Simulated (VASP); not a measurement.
Write the native input for VASP 6.6.1 that does the following.

```
Task                   : single point
Functional             : LDA
Potentials or basis    : VASP PAW LDA potentials, release 64 (Mo_sv, Sb)
Cutoff                 : 520 eV
k mesh                 : 13 × 13 × 13
Occupations            : fermi-dirac, width 0.08 eV
Spin                   : no spin polarisation
Dipole correction      : no
Further INCAR settings : ALGO = Normal; EDIFF = 1e-06; NBANDS = 16
```

The structure of SbMo (CsCl type) lies in POSCAR:

```
SbMo
1.0
    2.7519833793      0.0000000000      0.0000000000
    0.0000000000      2.7519833793      0.0000000000
    0.0000000000      0.0000000000      2.7519833793
Mo Sb
1 1
Direct
    0.0000000000      0.0000000000      0.0000000000
    0.5000000000      0.5000000000      0.5000000000
```

One way to write it, as run:

INCAR

```
  ALGO = Normal
  EDIFF = 1E-6
  ENCUT = 520
  GGA = CA
  ISIF = 2
  ISMEAR = -1
  LASPH = T
  LCHARG = F
  LREAL = F
  LWAVE = F
  NBANDS = 16
  NELM = 80
  PREC = Accurate
  SIGMA = 0.08
```

KPOINTS

```
k-points
0
Gamma
  13 13 13
```

Potentials or basis: VASP PAW LDA potentials, release 64 (Mo_sv, Sb).

The run is started by

```bash
$ cat potpaw_LDA.64/Mo_sv/POTCAR potpaw_LDA.64/Sb/POTCAR > POTCAR
$ mpirun -np 1 vasp_std > vasp.out
```

It gave:

```
Pressure               : 307.1 GPa
Band gap on the k mesh : zero (an odd number of electrons rules out a gap without spin polarisation)
```

Caveat: the cell stands under pressure; spin-orbit coupling is left out, which moves the levels of the heavy elements.

It took 14 s on 1 thread of Intel(R) Xeon(R) Platinum 8259CL CPU @ 2.50GHz (Skylake/Cascade Lake), with other jobs on the host, peak memory 0.14 GiB.
